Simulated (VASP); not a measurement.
## Ge: single point with LDA

Crystal: Ge.

```
Ge
1.0
     0.00000    2.81071    2.81071
     2.81071    0.00000    2.81071
     2.81071    2.81071    0.00000
Ge
2
Cartesian
  2.8107 2.8107 2.8107
  4.2161 4.2161 4.2161
```

```json
{"Program": "VASP 6.6.1", "Task": "single point", "Functional": "LDA", "Potentials or basis": "VASP PAW LDA potentials, release 64 (Ge_d)", "Cutoff": "520 eV", "k mesh": "14 × 14 × 14", "Occupations": "gaussian, width 0.1 eV", "Spin": "no spin polarisation", "Dipole correction": "no", "Further INCAR settings": "ALGO = Normal; EDIFF = 1e-06; NBANDS = 21"}
```

```yaml
Pressure: 0.3 GPa
```

Levels at points of the mesh, in eV from the Fermi level:
```
           k point  band 12  band 13  band 14  band 15  band 16  band 17
(0.00, 0.00, 0.00)    -0.04    -0.04    -0.04     0.00     2.50     2.50
(0.50, 0.00, 0.00)    -7.76    -1.47    -1.47     0.09     3.69     3.69
(0.50, 0.50, 0.00)    -9.03    -3.18    -3.18     0.61     0.61     9.53
```

Run time: 29 s on 1 thread of Intel(R) Xeon(R) 6975P-C (Granite Rapids), on a shared host, peak memory 0.19 GiB.
